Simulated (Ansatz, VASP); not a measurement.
**MgO: VASP beside Ansatz**

```xyz
12
Lattice="2.0806 -2.0806 0.0000 2.0806 0.0000 -2.0806 8.8426 8.3225 7.8023" Properties=species:S:1:pos:R:3 pbc="T T T"
Mg    5.2015    1.0403    3.1209
Mg    3.1209    1.0403    1.0403
Mg    7.2822    3.1209    3.1209
Mg   11.4434    5.2015    5.2015
Mg    7.2822    5.2015    5.2015
Mg    3.1209   -1.0403   -1.0403
O     5.2015    1.0403    1.0403
O     1.0403    1.0403    1.0403
O     5.2015    3.1209    3.1209
O     9.3628    5.2015    5.2015
O     9.3628    3.1209    3.1209
O     9.3628    7.2822    7.2822
```

Alike in both runs: task single point; functional LDA; k mesh 9 × 9 × 2; occupations gaussian, width 0.05 eV; no spin polarisation.

|  | VASP | Ansatz |
| --- | --- | --- |
| version | VASP 6.6.1 | Ansatz 0.2.0 |
| potentials or method | VASP PAW LDA potentials, release 64 (Mg_sv, O), cutoff 750 eV | scalar-relativistic, plane waves, PAW |
| valence electrons in the cell | 96 | 96 |

```tsv
	VASP	Ansatz	Ansatz less VASP
gap on the k mesh at the Fermi level (eV)	4.74	4.73	-0.011
least direct gap on the mesh (eV)	4.74	4.73	-0.011
pressure (GPa)	5.1	5.1	0.00
traceless stress, the component that is largest in VASP (GPa)	8.95	8.62	-0.330
rms of the force components (eV/Å)	1.562	1.511	-0.0513
```

Ansatz warns that its potentials were made for another functional, while VASP's fit it. LDA's correlation is that of Perdew and Zunger in VASP and of Perdew and Wang (1992) in Ansatz. Atom by atom the forces differ by 0.051 eV/Å (rms over components).
